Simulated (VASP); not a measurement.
# BN: single point with PBE

BN:

```
B N
1.0
     2.66291    0.00000    0.00000
    -1.33146    2.30615    0.00000
     0.00000    0.00000    8.04281
B N
2 2
Direct
  0.33333 0.66667 0.25000
  0.66667 0.33333 0.75000
  0.33333 0.66667 0.75000
  0.66667 0.33333 0.25000
```

This cell differs from its parent crystal: biaxial strain in the a-b plane: +6.0 %.

- Program: VASP 6.6.1
- Task: single point
- Functional: PBE
- Potentials or basis: VASP PAW PBE potentials, release 64 (B, N)
- Cutoff: 520 eV
- k mesh: 12 × 12 × 4
- Occupations: gaussian, width 0.02 eV
- Spin: no spin polarisation
- Dipole correction: no
- Further INCAR settings: ALGO = Normal; EDIFF = 1e-06; NBANDS = 16

* Pressure: -26.4 GPa
* Band gap on the k mesh: 4.18 eV, indirect (least direct gap 4.20 eV)

Stress tensor (GPa, compression positive):
```
-39.55   0.00   0.00
  0.00 -39.55   0.00
  0.00   0.00   0.02
```

Levels at points of the mesh, in eV from the valence-band top:
```tsv
k point	band 5	band 6	band 7	band 8	band 9	band 10	band 11	band 12
(0.00, 0.00, 0.00)	-1.51	-1.51	-1.50	-1.50	4.44	7.98	8.47	10.11
(0.50, 0.00, 0.00)	-3.86	-3.84	-0.92	-0.57	4.18	4.68	7.82	8.09
(0.00, 0.00, 0.50)	-1.51	-1.51	-1.51	-1.51	5.77	5.77	9.84	9.84
(0.50, 0.00, 0.50)	-3.85	-3.85	-0.75	-0.75	4.39	4.39	8.00	8.00
```

Run time: 22 s on 1 thread of Intel(R) Xeon(R) Platinum 8559C (Emerald Rapids) (shared host), peak memory 0.18 GiB.

Caveat: the cell differs from its parent crystal (biaxial strain in the a-b plane: +6.0 %); this functional lacks dispersion, which binds the layers, so the pressure and a relaxed spacing across them are unreliable. A k mesh can miss the band edges.
